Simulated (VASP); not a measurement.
# HCl in VASP: single point with PBEsol

Aim: the single point of HCl with PBEsol.

All numbers are computed with VASP 6.6.1; they aren't measurements. Logs are shortened: lines on timing, memory, paths and dates and some standing lists are left out, and cuts for length are marked.

### Step 1. The cell of the first run

The cell holds a disordered packing, 16 atoms: a = 7.417 Å, b = 7.417 Å, c = 7.417 Å, α = 90.00°, β = 90.00°, γ = 90.00°.

### Step 2. Single point, PBEsol

File INCAR:

```
PREC = Accurate
ENCUT = 1000
EDIFF = 1E-6
ISMEAR = -1
SIGMA = 0.002
LREAL = Auto
LASPH = T
NELM = 120
ALGO = Normal
ISIF = 2
LWAVE = F
LCHARG = T
GGA = PS
LELF = T
LVHAR = T
NBANDS = 46
GGA_COMPAT = F
```

File KPOINTS:

```
regular mesh
0
Gamma
  1 1 1
```

File POSCAR:

```
HCl
1.0
    7.4168600000      0.0000000000      0.0000000000
    0.0000000000      7.4168600000      0.0000000000
    0.0000000000      0.0000000000      7.4168600000
Cl H
8 8
Direct
    1.0328899292      0.0958896352      0.1014175810
    0.4984993650      0.7133476970      0.6527964664
    0.1385357146      0.7566139849      0.3673657046
    0.9522628174      0.5733828062      0.9253646422
    0.4276068309      0.3915133898      0.0572074975
    0.2195807930      0.3489751728      0.6282847458
    0.7273023894      0.3092144115      0.4895333065
    0.6645534633      0.8683998350      0.1463422527
    1.0306248197      0.2210639004     -0.0275588322
    0.3890999695      0.7644474886      0.5216897717
    0.2277109181      0.6729936927      0.2448475500
    0.8302435262      0.6589176552      1.0213216914
    0.3181400215      0.3590333376     -0.0723351931
    0.3265128370      0.4808773524      0.6744228690
    0.8978462584      0.3281981863      0.4603835046
    0.8068778432      0.9829766235      0.1343155999
```

Potentials or basis: VASP PAW PBE potentials, release 64 (Cl, H_h).

The run is started by

```console
$ cat potpaw_PBE.64/Cl/POTCAR potpaw_PBE.64/H_h/POTCAR > POTCAR
$ mpirun -np 1 vasp_gam > vasp.out
```

OUTCAR:

```text
PREC = Accurate
   ENCUT = 1000
   EDIFF = 1E-6
   ISMEAR = -1
   LREAL = Auto
   LASPH = T
   NELM = 120
   ISIF = 2
   GGA = PS

 ion  position               nearest neighbor table
   1  0.033  0.096  0.101-   9 1.33
   2  0.498  0.713  0.653-  10 1.32
   3  0.139  0.757  0.367-  11 1.28
   4  0.952  0.573  0.925-  12 1.31
   5  0.428  0.392  0.057-  13 1.28
   6  0.220  0.349  0.628-  14 1.31
[... 8 lines left out ...]
  15  0.898  0.328  0.460-   7 1.29
  16  0.807  0.983  0.134-   8 1.36

  LATTYP: Found a simple cubic cell.
 ALAT       =     7.4168600000

  Lattice vectors:

 A1 = (   7.4168600000,   0.0000000000,   0.0000000000)
 A2 = (   0.0000000000,   7.4168600000,   0.0000000000)
 A3 = (   0.0000000000,   0.0000000000,   7.4168600000)

Analysis of symmetry for initial positions (statically):
=====================================================================
 Subroutine PRICEL returns:
 Original cell was already a primitive cell.

 Routine SETGRP: Setting up the symmetry group for a
 simple cubic supercell.

 Subroutine GETGRP returns: Found  1 space group operations
 (whereof  1 operations were pure point group operations)
 out of a pool of 48 trial point group operations.

The static configuration has the point symmetry C_1 .

Analysis of symmetry for dynamics (positions and initial velocities):
=====================================================================
 Subroutine PRICEL returns:
 Original cell was already a primitive cell.

 Routine SETGRP: Setting up the symmetry group for a
 simple cubic supercell.

 Subroutine GETGRP returns: Found  1 space group operations
 (whereof  1 operations were pure point group operations)
 out of a pool of 48 trial point group operations.

The dynamic configuration has the point symmetry C_1 .

 Subroutine INISYM returns: Found  1 space group operations
 (whereof  1 operations are pure point group operations),
 and found     1 'primitive' translations

----------------------------------------------------------------------------------------

                                     Primitive cell

  volume of cell :     408.0001

  direct lattice vectors                    reciprocal lattice vectors
     7.416860000  0.000000000  0.000000000     0.134827946  0.000000000  0.000000000
     0.000000000  7.416860000  0.000000000     0.000000000  0.134827946  0.000000000
[... 92 lines left out ...]
   NSW    =      0    number of steps for IOM
   IBRION =     -1    ionic relax: 0-MD 1-quasi-New 2-CG
   NFREE  =      0    steps in history (QN), initial steepest desc. (CG)
   ISIF   =      2    stress and relaxation
   ISYM   =      2    0-nonsym 1-usesym 2-fastsym
   POTIM  = 0.5000    time-step for ionic-motion
   TEBEG  =    0.0;   TEEND  =   0.0 temperature during run
   PSTRESS=    0.0 pullay stress
   NELECT =      64.0000    total number of electrons
   NUPDOWN=      -1.0000    fix difference up-down
   EMIN   =  10.00;   EMAX   =-10.00  energy-range for DOS
   EFERMI =   0.00;   METHOD = LEGACY
   ISMEAR =    -1;   SIGMA  =   0.00  broadening in eV -4-tet -1-fermi 0-gaus
   EFERMI_NEDOS =   21; number of points for ismear=-14 and -15
   IALGO  =     38    algorithm
   IMIX   =      4    mixing-type and parameters
     AMIX     =   0.40;   BMIX     =  1.00
     AMIX_MAG =   1.60;   BMIX_MAG =  1.00
  volume/ion in A,a.u.               =      25.50       172.08
  Fermi-wavevector in a.u.,A,eV,Ry     =   0.882907  1.668451 10.606068  0.779524
  Thomas-Fermi vector in A             =   2.003601
   LORBIT       =      0    0 simple, 1 ext, 2 COOP (PROOUT), +10 PAW based schemes
   GGA     = PS    functional components
   LHFCALC =     F    Hartree Fock is set to
   AEXX    =    0.0000 exact exchange contribution
   IVDW    =     0    specifies the selected vdW correction
   LEPSILON=     F    determine dielectric tensor
   LRPA    =     F    only Hartree local field effects (RPA)
 non-spin polarized calculation
  energy-cutoff  :     1000.00
  volume of cell :      408.00
 maximum number of plane-waves:     14640
 NGX is ok and might be reduce to    80
   NGX = 39   NGY = 39   NGZ = 39

 number of electron      64.0000000 magnetization

 Free energy of the ion-electron system (eV)
  ---------------------------------------------------
  ext. energy  EPLUGINS =         0.00000000
  ---------------------------------------------------
  free energy    TOTEN  =       -49.22468579 eV

  energy without entropy =      -49.22468579  energy(sigma->0) =      -49.22468579

 E-fermi :  -3.5315     XC(G=0):  -6.0949

 val. band max:       -3.6143645489   @ k =   0.0000   0.0000   0.0000
 cond. band min:       1.7065061037   @ k =   0.0000   0.0000   0.0000
 fundamental gap:      5.3208706526
 Fermi energy:        -3.5314525064

 k-point     1 :       0.0000    0.0000    0.0000
  band No.  band energies     occupation
      1     -18.0403      2.00000
      2     -17.8671      2.00000
      3     -17.6673      2.00000
      4     -17.2436      2.00000
      5     -17.1191      2.00000
      6     -17.0375      2.00000
[... 36 lines left out ...]
     43       5.4172      0.00000
     44       5.5877      0.00000
 [bands above 44 left out]

------------------------ aborting loop because EDIFF is reached ----------------------------------------

  FORCE on cell =-STRESS in cart. coord.  units (eV):
  Direction    XX          YY          ZZ          XY          YZ          ZX
  --------------------------------------------------------------------------------------
  -------------------------------------------------------------------------------------
  Total        1.5845452      0.4030335      0.7154746      0.4222596      0.6228828      0.4147164
  in kB        6.2223576      1.5826740      2.8096002      1.6581732      2.4460013      1.6285516
  external PRESSURE =       3.5382106 kB  Pullay stress =       0.0000000 kB

 VOLUME and BASIS-vectors are now :
 -----------------------------------------------------------------------------
  energy-cutoff  :     1000.00
  volume of cell :      408.00
      direct lattice vectors                 reciprocal lattice vectors
     7.416860000  0.000000000  0.000000000     0.134827946  0.000000000  0.000000000
     0.000000000  7.416860000  0.000000000     0.000000000  0.134827946  0.000000000
     0.000000000  0.000000000  7.416860000     0.000000000  0.000000000  0.134827946

 POSITION                                       TOTAL-FORCE (eV/Angst)
 -----------------------------------------------------------------------------------
      0.24394      0.71120      0.75220         0.534604      0.794660     -0.593683
      3.69730      5.29080      4.84170        -0.149796      0.070169     -0.115441
      1.02750      5.61170      2.72470        -0.143679      0.181714      0.237813
      7.06280      4.25270      6.86330         0.045073     -0.096671     -0.122207
      3.17150      2.90380      0.42430         0.390733      0.170777      0.534645
      1.62860      2.58830      4.65990        -0.298846     -0.514397      0.191705
[... 8 lines left out ...]
      6.65920      2.43420      3.41460        -0.063792      0.056652      0.003007
      5.98450      7.29060      0.99620        -0.664616     -0.412490     -0.069265
 -----------------------------------------------------------------------------------
    total drift:                               -0.014597      0.005359      0.002255

  FREE ENERGIE OF THE ION-ELECTRON SYSTEM (eV)
  ---------------------------------------------------
  free  energy   TOTEN  =       -49.2246857944 eV

  energy  without entropy=      -49.2246857944  energy(sigma->0) =      -49.22468579
```

OSZICAR:

```text
N       E                     dE             d eps       ncg     rms          rms(c)
DAV:   1     0.745142011871E+03    0.74514E+03   -0.40274E+04    92   0.199E+03
DAV:   2     0.574125419532E+02   -0.68773E+03   -0.65408E+03   130   0.267E+02
DAV:   3    -0.473454134816E+02   -0.10476E+03   -0.10433E+03   112   0.119E+02
DAV:   4    -0.501931526003E+02   -0.28477E+01   -0.28392E+01   120   0.228E+01
DAV:   5    -0.502564356822E+02   -0.63283E-01   -0.63255E-01   112   0.366E+00    0.207E+01
DAV:   6    -0.493988512807E+02    0.85758E+00   -0.10885E+00   112   0.388E+00    0.115E+01
DAV:   7    -0.492238201628E+02    0.17503E+00   -0.97409E-01   112   0.382E+00    0.250E+00
DAV:   8    -0.492236082135E+02    0.21195E-03   -0.11986E-01   112   0.147E+00    0.109E+00
DAV:   9    -0.492240357524E+02   -0.42754E-03   -0.67526E-03   120   0.362E-01    0.430E-01
DAV:  10    -0.492244855595E+02   -0.44981E-03   -0.53274E-03   104   0.287E-01    0.142E-01
DAV:  11    -0.492245137150E+02   -0.28155E-04   -0.45636E-04   120   0.105E-01    0.132E-01
DAV:  12    -0.492245920490E+02   -0.78334E-04   -0.18568E-04   104   0.565E-02    0.538E-02
DAV:  13    -0.492246780759E+02   -0.86027E-04   -0.16825E-04   104   0.677E-02    0.373E-02
DAV:  14    -0.492246829249E+02   -0.48490E-05   -0.35605E-05   128   0.303E-02    0.117E-02
DAV:  15    -0.492246850917E+02   -0.21668E-05   -0.90684E-06   104   0.134E-02    0.940E-03
DAV:  16    -0.492246857944E+02   -0.70263E-06   -0.59738E-07    80   0.379E-03
   1 F= -.49224686E+02 E0= -.49224686E+02  d E =0.000000E+00
```

stdout:

```text
POSCAR found type information on POSCAR ClH
 POSCAR found :  2 types and      16 ions
 scaLAPACK will be used
 -----------------------------------------------------------------------------
|                                                                             |
|                                                                             |
|     You enforced a specific xc type in the INCAR file but a different       |
|     I HOPE YOU KNOW WHAT YOU ARE DOING!                                     |
|                                                                             |
 -----------------------------------------------------------------------------

 LDA part: xc-table for (Slater+PW92), standard interpolation
 POSCAR, INCAR and KPOINTS ok, starting setup
 FFT: planning ... GRIDC
 FFT: planning ... GRID_SOFT
 FFT: planning ... GRID
 WAVECAR not read
 entering main loop
```

It took 88 s on 1 thread of AMD EPYC 7R13 (Zen 3), shared host; peak memory 0.84 GiB.

What came out:

```yaml
Free_energy: -49.2247 eV
Pressure: 0.4 GPa
Largest_force: 1.127 eV/Å
```

Forces on the atoms (eV/Å):
```
Cl   0.535  0.795 -0.594
Cl  -0.150  0.070 -0.115
Cl  -0.144  0.182  0.238
Cl   0.045 -0.097 -0.122
Cl   0.391  0.171  0.535
Cl  -0.299 -0.514  0.192
Cl   0.102 -0.092 -0.103
Cl   0.281  0.145  0.005
H   -0.271 -0.478  0.624
H    0.102 -0.098  0.284
H    0.157 -0.252 -0.371
H   -0.083  0.135  0.092
H   -0.270 -0.132 -0.413
H    0.332  0.522 -0.184
H   -0.064  0.057  0.003
H   -0.665 -0.412 -0.069
```

Caveat: the k points lie up to 0.85 Å⁻¹ apart, too coarse for converged energies, forces and pressures; the atoms stand as in a frame of molecular dynamics; the PAW data sets were made with another functional, which shifts forces and pressure a little.
